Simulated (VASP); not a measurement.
# Si (I4_1/amd) in VASP: notebook

The runs below take Si through single point, with LDA.

Program: VASP 6.6.1. These are calculated values, not measurements. Logs are shortened: lines on timing, memory, paths and dates and some standing lists are left out, and cuts for length are marked.

## Step 1: The cell of the first run

It takes space group I4_1/amd (No. 141, tetragonal). Conventional cell: a = 4.884 Å, b = 4.884 Å, c = 2.545 Å, α = 90.00°, β = 90.00°, γ = 90.00°. Within 3.3 Å of Si (site symmetry -4m2) lie 10 Si at 2.52 to 3.10 Å.

## Step 2: Single point, LDA (strain +0.025 along x and y, -0.025 along z)

File INCAR:

```
SYSTEM = Si
PREC = Accurate ; ENCUT = 520
EDIFF = 1E-6 ; ISMEAR = 0
SIGMA = 0.15 ; LREAL = .False.
LASPH = .True. ; NELM = 60
ALGO = Normal ; ISIF = 2
LWAVE = .False. ; LCHARG = .True.
GGA = CA ; LELF = .True.
LVHAR = .True. ; NBANDS = 11
```

File KPOINTS:

```
regular mesh
0
Gamma
  26 26 26
  0 0 0
```

File POSCAR:

```
Si
1.0
   -2.4419758376      2.4419758376      1.2726667549
    2.4419758376     -2.4419758376      1.2726667549
    2.4419758376      2.4419758376     -1.2726667549
Si
2
Direct
    0.2500000000      0.7500000000      0.5000000000
    0.5000000000      0.5000000000      0.0000000000
```

Potentials or basis: VASP PAW LDA potentials, release 64 (Si).

Run with:

```
$ cat potpaw_LDA.64/Si/POTCAR > POTCAR
$ mpirun -np 1 vasp_std > vasp.out
```

OUTCAR:

```text
SYSTEM = Si
   PREC = Accurate
   ENCUT = 520
   EDIFF = 1E-6
   ISMEAR = 0
   LREAL = .False.
   LASPH = .True.
   NELM = 60
   ISIF = 2
   GGA = CA

 ion  position               nearest neighbor table
   1  0.250  0.750  0.500-   2 2.52   2 2.52   2 2.52   2 2.52   2 3.10   2 3.10   2 3.10   2 3.10

   2  0.500  0.500  0.000-   1 2.52   1 2.52   1 2.52   1 2.52   1 3.10   1 3.10   1 3.10   1 3.10

  LATTYP: Found a body centered tetragonal cell.
 ALAT       =     4.8839516752
 C/A-ratio  =     0.5211627139

  Lattice vectors:

 A1 = (  -2.4419758376,   2.4419758376,   1.2726667549)
 A2 = (   2.4419758376,  -2.4419758376,   1.2726667549)
 A3 = (   2.4419758376,   2.4419758376,  -1.2726667549)

Analysis of symmetry for initial positions (statically):
=====================================================================
 Subroutine PRICEL returns:
 Original cell was already a primitive cell.

 Routine SETGRP: Setting up the symmetry group for a
 body centered tetragonal supercell.

 Subroutine GETGRP returns: Found 16 space group operations
 (whereof  8 operations were pure point group operations)
 out of a pool of 16 trial point group operations.

The static configuration has the point symmetry D_2d.
 The point group associated with its full space group is D_4h.

Analysis of symmetry for dynamics (positions and initial velocities):
=====================================================================
 Subroutine PRICEL returns:
 Original cell was already a primitive cell.

 Routine SETGRP: Setting up the symmetry group for a
 body centered tetragonal supercell.

 Subroutine GETGRP returns: Found 16 space group operations
 (whereof  8 operations were pure point group operations)
 out of a pool of 16 trial point group operations.

The dynamic configuration has the point symmetry D_2d.
 The point group associated with its full space group is D_4h.

 Subroutine INISYM returns: Found 16 space group operations
 (whereof  8 operations are pure point group operations),
 and found     1 'primitive' translations

----------------------------------------------------------------------------------------

                                     Primitive cell

  volume of cell :      30.3569

  direct lattice vectors                    reciprocal lattice vectors
    -2.441975838  2.441975838  1.272666755     0.000000000  0.204752231  0.392875824
     2.441975838 -2.441975838  1.272666755     0.204752231  0.000000000  0.392875824
     2.441975838  2.441975838 -1.272666755     0.204752231  0.204752231  0.000000000

  length of vectors
     3.680512553  3.680512553  3.680512553     0.443029219  0.443029219  0.289563382

  position of ions in fractional coordinates (direct lattice)
     0.250000000  0.750000000  0.500000000
     0.500000000  0.500000000  0.000000000

  ion indices of the primitive-cell ions
   primitive index   ion index
                 1           1
                 2           2

----------------------------------------------------------------------------------------

 KPOINTS: regular mesh

Automatic generation of k-mesh.
 Grid dimensions read from file:
 generate k-points for:   26   26   26

 Generating k-lattice:

  Cartesian coordinates                     Fractional coordinates (reciprocal lattice)
     0.000000000  0.007875086  0.015110609     0.038461538  0.000000000  0.000000000
     0.007875086  0.000000000  0.015110609     0.000000000  0.038461538  0.000000000
     0.007875086  0.007875086  0.000000000     0.000000000  0.000000000  0.038461538

  Length of vectors
     0.017039585  0.017039585  0.011137053

  Shift w.r.t. Gamma in fractional coordinates (k-lattice)
     0.000000000  0.000000000  0.000000000

 Subroutine IBZKPT returns following result:
 ===========================================

 Found   1330 irreducible k-points:

 Following reciprocal coordinates:
            Coordinates               Weight
  0.000000  0.000000  0.000000      1.000000
  0.038462  0.000000  0.000000      8.000000
  0.076923  0.000000  0.000000      8.000000
  0.115385  0.000000 -0.000000      8.000000
  0.153846  0.000000 -0.000000      8.000000
  0.192308  0.000000  0.000000      8.000000
[... 16 lines left out ...]
  0.346154  0.038462  0.000000     16.000000
  0.384615  0.038462  0.000000     16.000000
 [... further k-points ...]
   k-points           NKPTS =   1330   k-points in BZ     NKDIM =   1330   number of bands    NBANDS=     11
   number of dos      NEDOS =    301   number of ions     NIONS =      2
   total plane-waves  NPLWV =  21952
   dimension x,y,z NGX =    28 NGY =   28 NGZ =   28
   dimension x,y,z NGXF=    56 NGYF=   56 NGZF=   56
   ions per type =               2
   NGX,Y,Z   is equivalent  to a cutoff of  12.65, 12.65, 12.65 a.u.
   NGXF,Y,Z  is equivalent  to a cutoff of  25.29, 25.29, 25.29 a.u.
 SYSTEM =  Si
   PREC   = accura    normal or accurate (medium, high low for compatibility)
   ISTART =      0    job   : 0-new  1-cont  2-samecut
   ICHARG =      2    charge: 1-file 2-atom 10-const
   ISPIN  =      1    spin polarized calculation?
   LNONCOLLINEAR =      F non collinear calculations
   LSORBIT =      F    spin-orbit coupling
   LASPH  =      T    aspherical Exc in radial PAW
   ENCUT  =  520.0 eV  38.22 Ry    6.18 a.u.   6.84  6.84  6.84*2*pi/ulx,y,z
   NELM   =     60;   NELMIN=  2; NELMDL= -5     # of ELM steps
   EDIFF  = 0.1E-05   stopping-criterion for ELM
   LREAL  =      F    real-space projection
   EDIFFG = 0.1E-04   stopping-criterion for IOM
   NSW    =      0    number of steps for IOM
   IBRION =     -1    ionic relax: 0-MD 1-quasi-New 2-CG
   NFREE  =      0    steps in history (QN), initial steepest desc. (CG)
   ISIF   =      2    stress and relaxation
   ISYM   =      2    0-nonsym 1-usesym 2-fastsym
   POTIM  = 0.5000    time-step for ionic-motion
   TEBEG  =    0.0;   TEEND  =   0.0 temperature during run
   PSTRESS=    0.0 pullay stress
   NELECT =       8.0000    total number of electrons
   NUPDOWN=      -1.0000    fix difference up-down
   EMIN   =  10.00;   EMAX   =-10.00  energy-range for DOS
   EFERMI =   0.00;   METHOD = LEGACY
   ISMEAR =     0;   SIGMA  =   0.15  broadening in eV -4-tet -1-fermi 0-gaus
   EFERMI_NEDOS =   21; number of points for ismear=-14 and -15
   IALGO  =     38    algorithm
   IMIX   =      4    mixing-type and parameters
     AMIX     =   0.40;   BMIX     =  1.00
     AMIX_MAG =   1.60;   BMIX_MAG =  1.00
  volume/ion in A,a.u.               =      15.18       102.43
  Fermi-wavevector in a.u.,A,eV,Ry     =   1.049588  1.983434 14.988665  1.101636
  Thomas-Fermi vector in A             =   2.184557
   LORBIT       =      0    0 simple, 1 ext, 2 COOP (PROOUT), +10 PAW based schemes
   GGA     = CA    functional components
   LHFCALC =     F    Hartree Fock is set to
   AEXX    =    0.0000 exact exchange contribution
   IVDW    =     0    specifies the selected vdW correction
   LEPSILON=     F    determine dielectric tensor
   LRPA    =     F    only Hartree local field effects (RPA)
 non-spin polarized calculation
 Gauss-broadening in eV      SIGMA  =   0.15
  energy-cutoff  :      520.00
  volume of cell :       30.36
 maximum number of plane-waves:       830
   NGX = 13   NGY = 13   NGZ = 13

 number of electron       8.0000000 magnetization

 Free energy of the ion-electron system (eV)
  ---------------------------------------------------
  ext. energy  EPLUGINS =         0.00000000
  ---------------------------------------------------
  free energy    TOTEN  =       -11.48142091 eV

  energy without entropy =      -11.47340058  energy(sigma->0) =      -11.47741074

 E-fermi :   9.1350     XC(G=0): -11.0044

 val. band max:        9.1346694714   @ k =   0.1538   0.0385   0.0385
 cond. band min:       9.1367014986   @ k =  -0.2308  -0.2308   0.0769
 fundamental gap:      0.0020320271
 Fermi energy:         9.1349926752

 k-point     1 :       0.0000    0.0000    0.0000
  band No.  band energies     occupation
      1      -4.5784      2.00000
      2       6.2601      2.00000
      3       6.3696      2.00000
      4       6.3696      2.00000
      5      10.5717      0.00000
      6      16.8376      0.00000
      7      17.4064      0.00000
      8      17.4064      0.00000
      9      19.0575      0.00000
     10      19.5960      0.00000
     11      20.2573      0.00000

 k-point     2 :       0.0385    0.0000    0.0000
  band No.  band energies     occupation
      1      -4.5366      2.00000
      2       5.9162      2.00000
      3       6.3585      2.00000
      4       6.7870      2.00000
      5      10.6611      0.00000
      6      16.4635      0.00000
      7      17.4131      0.00000
      8      17.6142      0.00000
      9      18.2978      0.00000
     10      19.7874      0.00000
     11      20.3422      0.00000

 k-point     3 :       0.0769    0.0000    0.0000
  band No.  band energies     occupation
      1      -4.4112      2.00000
      2       5.5981      2.00000
      3       6.3319      2.00000
      4       7.3241      2.00000
      5      10.9223      0.00000
      6      15.8366      0.00000
      7      17.0390      0.00000
      8      17.4167      0.00000
      9      17.8519      0.00000
     10      19.0552      0.00000
     11      21.2332      0.00000

 k-point     4 :       0.1154    0.0000   -0.0000
  band No.  band energies     occupation
      1      -4.2025      2.00000
      2       5.3556      2.00000
      3       6.3059      2.00000
      4       7.9264      2.00000
      5      11.3371      0.00000
      6      15.1271      0.00000
      7      15.8331      0.00000
      8      17.2278      0.00000
      9      17.3502      0.00000
     10      18.7700      0.00000
     11      20.5318      0.00000
[... 239 lines left out ...]
 k-point    22 :       0.3077    0.0385   -0.0000
  band No.  band energies     occupation
      1      -1.3659      2.00000
      2       5.6755      2.00000
      3       7.2040      2.00000
      4       7.3881      2.00000
      5       9.9039      0.00000
      6      12.3561      0.00000
      7      12.8539      0.00000
      8      14.2881      0.00000
      9      15.6874      0.00000
     10      16.1368      0.00000
     11      20.5481      0.00000

 k-point    23 :       0.3462    0.0385    0.0000
  band No.  band energies     occupation
      1      -0.6080      2.00000
      2       5.7637      2.00000
      3       6.2830      2.00000
      4       7.4728      2.00000
      5       9.1374      0.98163
      6      11.6457      0.00000
      7      13.5127      0.00000
      8      14.1691      0.00000
      9      15.5841      0.00000
     10      17.1949      0.00000
     11      21.1291      0.00000

 k-point    24 :       0.3846    0.0385    0.0000
  band No.  band energies     occupation
      1       0.2245      2.00000
      2       4.8094      2.00000
      3       6.3711      2.00000
      4       7.6364      2.00000
      5       8.4940      2.00000
      6      11.0257      0.00000
      7      13.5500      0.00000
      8      14.5222      0.00000
      9      15.8591      0.00000
     10      18.3570      0.00000
     11      21.6648      0.00000

 [... further k-points ...]
[... 5 lines left out ...]
  --------------------------------------------------------------------------------------
  -------------------------------------------------------------------------------------
  Total       -0.8921980     -0.8921980      0.2832360      0.0000000      0.0000000      0.0000000
  in kB      -47.0884529    -47.0884529     14.9486352      0.0000000      0.0000000      0.0000000
  external PRESSURE =     -26.4094235 kB  Pullay stress =       0.0000000 kB

 VOLUME and BASIS-vectors are now :
 -----------------------------------------------------------------------------
  energy-cutoff  :      520.00
  volume of cell :       30.36
      direct lattice vectors                 reciprocal lattice vectors
    -2.441975838  2.441975838  1.272666755     0.000000000  0.204752231  0.392875824
     2.441975838 -2.441975838  1.272666755     0.204752231  0.000000000  0.392875824
     2.441975838  2.441975838 -1.272666755     0.204752231  0.204752231  0.000000000

 POSITION                                       TOTAL-FORCE (eV/Angst)
 -----------------------------------------------------------------------------------
      2.44198     -0.00000      0.63633         0.000000     -0.000000      0.000000
      0.00000      0.00000      1.27267        -0.000000      0.000000     -0.000000
 -----------------------------------------------------------------------------------
    total drift:                                0.000000      0.000000      0.000000

  FREE ENERGIE OF THE ION-ELECTRON SYSTEM (eV)
  ---------------------------------------------------
  free  energy   TOTEN  =       -11.4814209085 eV

  energy  without entropy=      -11.4734005782  energy(sigma->0) =      -11.47741074
```

Run time: 2 min. Hardware: 1 thread of Intel Xeon 6975P-C (Granite Rapids), shared host; peak memory 0.42 GiB.

What came out:

```yaml
Free_energy: -11.4814 eV
Pressure: -2.6 GPa
Band_gap_on_the_k_mesh: zero (bands 4 and 5 overlap by 5.88 eV)
```

Stress tensor (GPa, compression positive):
```
-4.71  0.00  0.00
 0.00 -4.71  0.00
 0.00  0.00  1.49
```

Levels at points of the mesh, in eV from the Fermi level:
```tsv
k point	band 1	band 2	band 3	band 4	band 5	band 6	band 7	band 8
(0.00, 0.00, 0.00)	-13.71	-2.87	-2.77	-2.77	1.44	7.70	8.27	8.27
(0.50, 0.00, 0.00)	-7.07	-6.51	-2.28	-1.47	-1.33	1.29	4.39	5.42
(0.50, 0.50, 0.00)	-10.75	-10.75	-0.01	-0.01	1.90	1.90	9.61	9.61
(0.50, 0.50, 0.50)	-8.62	-8.62	-6.80	-6.80	7.13	7.13	11.96	11.96
```

Caveat: the cell differs from its parent crystal (strain +0.025 along x and y, -0.025 along z); the stress differs along the axes, from -5 to 1 GPa.

## Step 3: Single point, LDA (strain +0.050 along x and y, -0.050 along z)

File INCAR:

```
  PREC = Accurate
  ENCUT = 520
  EDIFF = 1E-6
  ISMEAR = 0
  SIGMA = 0.15
  LREAL = F
  LASPH = T
  NELM = 80
  ALGO = Normal
  ISIF = 2
  LWAVE = F
  LCHARG = F
  GGA = CA
  NBANDS = 11
```

File KPOINTS:

```
regular mesh
0
Gamma
  26 26 26
```

File POSCAR:

```
Si
1.0
   -2.5015362239      2.5015362239      1.2400342740
    2.5015362239     -2.5015362239      1.2400342740
    2.5015362239      2.5015362239     -1.2400342740
Si
2
Direct
    0.2500000000      0.7500000000      0.5000000000
    0.5000000000      0.5000000000      0.0000000000
```

Potentials or basis: VASP PAW LDA potentials, release 64 (Si).

Run with:

```
$ cat potpaw_LDA.64/Si/POTCAR > POTCAR
$ mpirun -np 1 vasp_std > vasp.out
```

It took 2 min on 1 thread of Intel Xeon 6975P-C (Granite Rapids), shared host; peak memory 0.43 GiB.

Results (log left out):

| Quantity | Value |
| --- | --- |
| Free energy | -11.4058 eV |
| Pressure | -4.1 GPa |
| Band gap on the k mesh | zero (bands 4 and 5 overlap by 5.26 eV) |

Stress tensor (GPa, compression positive):
```
-8.20  0.00  0.00
 0.00 -8.20  0.00
 0.00  0.00  4.19
```

Levels at points of the mesh, in eV from the Fermi level:
```
           k point  band 1  band 2  band 3  band 4  band 5  band 6  band 7  band 8
(0.00, 0.00, 0.00)  -13.52   -3.63   -2.95   -2.95    1.40    7.50    7.52    7.52
(0.50, 0.00, 0.00)   -6.56   -6.21   -2.38   -1.41   -0.94    1.50    4.29    5.36
(0.50, 0.50, 0.00)  -10.72  -10.72   -0.30   -0.30    1.34    1.34   10.70   10.70
(0.50, 0.50, 0.50)   -8.84   -8.84   -6.70   -6.70    8.16    8.16   10.88   10.88
```

Caveat: the cell differs from its parent crystal (strain +0.050 along x and y, -0.050 along z); the stress differs along the axes, from -8 to 4 GPa.

(Part 1 of 2 ends here.)
